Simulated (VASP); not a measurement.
## WS2: single point with PBEsol

WS2, a slab with vacuum:

```
CELL_PARAMETERS angstrom
3.13848 0.00000 0.00000
-1.56924 2.71801 0.00000
0.00000 0.00000 26.52741
ATOMIC_POSITIONS crystal
W 0.33333 0.66667 0.63457
W 0.66667 0.33333 0.36543
S 0.33333 0.66667 0.29897
S 0.66667 0.33333 0.56805
S 0.33333 0.66667 0.43195
S 0.66667 0.33333 0.70103
```

This cell differs from its parent crystal: volume 37.715 Å^3 an atom, c/a of the conventional cell 8.4523.

```json
{
  "Program": "VASP 6.6.1",
  "Task": "single point",
  "Functional": "PBEsol",
  "Potentials or basis": "VASP PAW PBE potentials, release 64 (W_sv, S)",
  "Cutoff": "520 eV",
  "k mesh": "12 × 12 × 2",
  "Occupations": "gaussian, width 0.05 eV",
  "Spin": "no spin polarisation",
  "Dipole correction": "no",
  "Further INCAR settings": "ALGO = Normal; EDIFF = 1e-06; NBANDS = 35"
}
```

| Item | Value |
| --- | --- |
| Largest force | 3.047 eV/Å |
| Band gap on the k mesh | 1.14 eV, indirect (least direct gap 1.89 eV) |

Forces in eV/Å, atoms in the order of the input:
```
W    0.000  0.000 -0.005
W    0.000  0.000  0.005
S    0.000  0.000  3.047
S    0.000  0.000  3.021
S    0.000  0.000 -3.021
S    0.000  0.000 -3.047
```

Levels at points of the mesh, in eV from the valence-band top:
| k point | band 23 | band 24 | band 25 | band 26 | band 27 | band 28 | band 29 | band 30 |
| --- | --- | --- | --- | --- | --- | --- | --- | --- |
| (0.00, 0.00, 0.00) | -0.77 | -0.76 | -0.76 | -0.68 | 2.56 | 2.56 | 2.58 | 2.58 |
| (0.50, 0.00, 0.00) | -1.11 | -1.10 | -0.71 | -0.68 | 2.81 | 2.95 | 3.12 | 3.12 |
| (0.00, 0.00, 0.50) | -0.77 | -0.76 | -0.76 | -0.68 | 2.56 | 2.56 | 2.58 | 2.58 |
| (0.50, 0.00, 0.50) | -1.11 | -1.10 | -0.71 | -0.68 | 2.81 | 2.95 | 3.12 | 3.12 |

Run time: 3.9 min on 1 thread of Intel(R) Xeon(R) 6975P-C (Granite Rapids), on a shared host, peak memory 0.45 GiB.

Caveat: the PAW data sets were made with another functional, which shifts forces and pressure a little; spin-orbit coupling is left out, which moves the levels of the heavy elements.
